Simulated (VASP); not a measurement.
# NiO (Fm-3m) in VASP: a series of runs, part 2 of 2

VASP 6.6.1. Earlier steps stand in the parts before.

### Step 5. Single point, PBE+U, collinear spin, ferromagnetic start

The input, INCAR:

```
  ALGO = Normal
  EDIFF = 1E-6
  ENCUT = 520
  GGA = PE
  ISIF = 2
  ISMEAR = -1
  ISPIN = 2
  LASPH = T
  LCHARG = T
  LDAU = T
  LDAUJ = 0 0
  LDAUL = 2 -1
  LDAUPRINT = 1
  LDAUTYPE = 2
  LDAUU = 4 0
  LELF = T
  LMAXMIX = 4
  LORBIT = 11
  LREAL = F
  LVHAR = T
  LWAVE = F
  MAGMOM = 1 0
  NBANDS = 19
  NELM = 150
  PREC = Accurate
  SIGMA = 0.05
```

The input, KPOINTS:

```
k-points
0
Gamma
  11 11 11
```

The input, POSCAR:

```
NiO
1.0
    0.0000000000      2.0913095100      2.0913095100
    2.0913095100      0.0000000000      2.0913095100
    2.0913095100      2.0913095100      0.0000000000
Ni O
1 1
Direct
    0.0000000000      0.0000000000      0.0000000000
    0.5000000000      0.5000000000      0.5000000000
```

Potentials or basis: VASP PAW PBE potentials, release 64 (Ni, O).

Launch:

```bash
> cat potpaw_PBE.64/Ni/POTCAR potpaw_PBE.64/O/POTCAR > POTCAR
> mpirun -np 1 vasp_std > vasp.out
```

OUTCAR:

```text
EDIFF = 1E-6
   ENCUT = 520
   GGA = PE
   ISIF = 2
   ISMEAR = -1
   ISPIN = 2
   LASPH = T
   LORBIT = 11
   LREAL = F
   NELM = 150
   PREC = Accurate

 ion  position               nearest neighbor table
   1  0.000  0.000  0.000-   2 2.09   2 2.09   2 2.09   2 2.09   2 2.09   2 2.09
   2  0.500  0.500  0.500-   1 2.09   1 2.09   1 2.09   1 2.09   1 2.09   1 2.09

  LATTYP: Found a face centered cubic cell.
 ALAT       =     4.1826190200

  Lattice vectors:

 A1 = (   0.0000000000,   2.0913095100,   2.0913095100)
 A2 = (   2.0913095100,   0.0000000000,   2.0913095100)
 A3 = (   2.0913095100,   2.0913095100,   0.0000000000)

Analysis of symmetry for initial positions (statically):
=====================================================================
 Subroutine PRICEL returns:
 Original cell was already a primitive cell.

 Routine SETGRP: Setting up the symmetry group for a
 face centered cubic supercell.

 Subroutine GETGRP returns: Found 48 space group operations
 (whereof 48 operations were pure point group operations)
 out of a pool of 48 trial point group operations.

The static configuration has the point symmetry O_h .

Analysis of symmetry for dynamics (positions and initial velocities):
=====================================================================
 Subroutine PRICEL returns:
 Original cell was already a primitive cell.

 Routine SETGRP: Setting up the symmetry group for a
 face centered cubic supercell.

 Subroutine GETGRP returns: Found 48 space group operations
 (whereof 48 operations were pure point group operations)
 out of a pool of 48 trial point group operations.

The dynamic configuration has the point symmetry O_h .

Analysis of structural, dynamic, and magnetic symmetry:
[... 184 lines left out ...]
  o =  1.0257  v =  0.0000  0.0000 -0.1179 -0.0000 -0.9930  0.0000  0.0000  0.0000  0.0000  0.0000      0.0000  0.0000  0.0000  0.0000  0.0000  0.0000  0.0000  0.0000  0.0000  0.0000

 number of electron      16.0000005 magnetization       2.0000014

 Free energy of the ion-electron system (eV)
  ---------------------------------------------------
  ext. energy  EPLUGINS =         0.00000000
  ---------------------------------------------------
  free energy    TOTEN  =       -10.51040938 eV

  energy without entropy =      -10.51040936  energy(sigma->0) =      -10.51040937

 E-fermi :   7.8371     XC(G=0): -12.6291

 val. band max:        7.0889616273   @ k =   0.4545   0.0000   0.0000
 cond. band min:       8.4904918633   @ k =   0.0000   0.0000   0.0000
 fundamental gap:      1.4015302360
 Fermi energy:         7.8371324015

 spin component 1

 k-point     1 :       0.0000    0.0000    0.0000
  band No.  band energies     occupation
      1     -12.1917      1.00000
      2       2.0261      1.00000
      3       2.0262      1.00000
      4       2.9472      1.00000
      5       2.9473      1.00000
      6       2.9473      1.00000
[... 1049 lines left out ...]
     18      39.1058      0.00000
     19      39.4716      0.00000

 [... further k-points ...]

------------------------ aborting loop because EDIFF is reached ----------------------------------------

  FORCE on cell =-STRESS in cart. coord.  units (eV):
  Direction    XX          YY          ZZ          XY          YZ          ZX
  --------------------------------------------------------------------------------------
  -------------------------------------------------------------------------------------
  Total        0.4747036      0.4747036      0.4747036      0.0000000      0.0000000      0.0000000
  in kB       41.5765227     41.5765227     41.5765227      0.0000000      0.0000000      0.0000000
  external PRESSURE =      41.5765227 kB  Pullay stress =       0.0000000 kB

 VOLUME and BASIS-vectors are now :
 -----------------------------------------------------------------------------
  energy-cutoff  :      520.00
  volume of cell :       18.29
      direct lattice vectors                 reciprocal lattice vectors
     0.000000000  2.091309510  2.091309510    -0.239084649  0.239084649  0.239084649
     2.091309510  0.000000000  2.091309510     0.239084649 -0.239084649  0.239084649
     2.091309510  2.091309510  0.000000000     0.239084649  0.239084649 -0.239084649

 POSITION                                       TOTAL-FORCE (eV/Angst)
 -----------------------------------------------------------------------------------
      0.00000      0.00000      0.00000        -0.000000     -0.000000      0.000000
      2.09131      2.09131      2.09131         0.000000      0.000000     -0.000000
 -----------------------------------------------------------------------------------
    total drift:                                0.000000     -0.000000     -0.000000

  FREE ENERGIE OF THE ION-ELECTRON SYSTEM (eV)
  ---------------------------------------------------
  free  energy   TOTEN  =       -10.5104093798 eV

  energy  without entropy=      -10.5104093650  energy(sigma->0) =      -10.51040937

 total charge

# of ion       s       p       d       tot
------------------------------------------
    1        0.341   0.418   8.213   8.971
    2        1.549   3.470   0.000   5.019
--------------------------------------------------
tot          1.890   3.888   8.213  13.990

 magnetization (x)

# of ion       s       p       d       tot
------------------------------------------
    1        0.011   0.014   1.725   1.750
    2        0.022   0.204   0.000   0.226
--------------------------------------------------
tot          0.034   0.218   1.725   1.976
```

Run time: 71 s. Hardware: 1 thread of Intel Xeon 8259CL, shared host; peak memory 0.17 GiB.

Results:

- Free energy: -10.5104 eV
- Pressure: 4.2 GPa
- Band gap on the k mesh: 1.40 eV (least direct gap 2.16 eV)
- Net moment: 2.00 μB per cell
- Site moments: Ni +1.75; O +0.23 μB
- Valence electrons inside the program's atomic spheres: Ni 8.97; O 5.02

Eigenvalues of the final occupation matrices:
```tsv
site	spin	trace	eigenvalues
site 1 d	1	4.98	0.98 0.98 0.98 1.03 1.03
site 1 d	2	3.26	0.17 0.17 0.97 0.97 0.97
```

Caveat: the cell stands under pressure; an odd mesh through Γ misses points on the zone boundary, where band edges can lie; a cell with one magnetic atom can't hold antiferromagnetic order, which such compounds often take. The state reached can hang on the start; a lower one may exist.

### Step 6. Summary

| U | gap on the mesh (eV) | pressure (GPa) | moment (μB) |
| --- | --- | --- | --- |
| Ni d U = 1.0 eV | none | 5.9 | 1.97 |
| Ni d U = 2.0 eV | 0.37 | 5.8 | 2.00 |
| Ni d U = 3.0 eV | 0.89 | 5.0 | 2.00 |
| Ni d U = 4.0 eV | 1.40 | 4.2 | 2.00 |

Alike in all rows: task single point; level PBE+U; potentials or basis VASP PAW PBE potentials, release 64 (Ni, O); spin collinear, ferromagnetic start; cell as given; k mesh 11 × 11 × 11; cutoff (eV) 520; smearing fermi-dirac 0.05 eV.

Caveats: the cell stands under pressure; a cell with one magnetic atom can't hold antiferromagnetic order, which such compounds often take; an odd mesh through Γ misses points on the zone boundary, where band edges can lie (at least some runs).

Absolute energies hang on the potentials; compare differences alone.
